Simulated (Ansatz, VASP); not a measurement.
**AlN in VASP and in Ansatz**

```
Al N
1.0
     0.00000    1.95001    1.95001
     1.95001    0.00000    1.95001
     1.95001    1.95001    0.00000
Al N
1 1
Direct
  0.50000 0.50000 0.50000
  0.00000 0.00000 0.00000
```

Alike in both runs: task single point; functional PBE; k mesh 10 × 10 × 10; occupations gaussian, width 0.05 eV; no spin polarisation.

|  | VASP | Ansatz |
| --- | --- | --- |
| version | VASP 6.6.1 | Ansatz 0.2.0 |
| potentials or method | VASP PAW PBE potentials, release 64 (Al, N), cutoff 520 eV | scalar-relativistic, plane waves, PAW |
| valence electrons in the cell | 8 | 8 |

|  | VASP | Ansatz | Ansatz less VASP |
| --- | --- | --- | --- |
| gap on the k mesh at the Fermi level (eV) | 5.10 | 5.08 | -0.018 |
| least direct gap on the mesh (eV) | 7.33 | 7.31 | -0.022 |
